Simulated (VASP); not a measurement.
CuI, 2 atoms in the cell. It takes space group I-4m2 (No. 119, tetragonal). The conventional cell has a = 4.054 Å, b = 4.054 Å, c = 6.468 Å, α = 90.00°, β = 90.00°, γ = 90.00°. Within 3.4 Å of Cu (site symmetry -4m2) lie 4 I at 2.59 Å. Within 3.4 Å of I (site symmetry -4m2) lie 4 Cu at 2.59 Å.  This cell differs from its parent crystal: volume 26.569 Å^3 an atom, c/a of the conventional cell 1.1282.

| Quantity | Value |
| --- | --- |
| Program | VASP 6.6.1 |
| Task | single point |
| Functional | PBE |
| Potentials or basis | VASP PAW PBE potentials, release 64 (Cu, I) |
| Cutoff | 520 eV |
| k mesh | 8 × 8 × 8 |
| Occupations | gaussian, width 0.05 eV |
| Spin | no spin polarisation |
| Dipole correction | no |
| Further INCAR settings | ALGO = Normal; EDIFF = 1e-07; NBANDS = 16 |

Potentials or basis: VASP PAW PBE potentials, release 64 (Cu, I).

The run is started by

```sh
$ cat potpaw_PBE.64/Cu/POTCAR potpaw_PBE.64/I/POTCAR > POTCAR
$ mpirun -np 1 vasp_std > vasp.out
```

Hardware: 1 thread of Intel(R) Xeon(R) 6975P-C (Granite Rapids) (shared host).

Question: Estimate the wall time of this run.

Answer: Wall time 33 s on 1 thread of Intel(R) Xeon(R) 6975P-C (Granite Rapids), on a shared host, peak memory 0.21 GiB. Counts: scf iterations 15, k points 59.
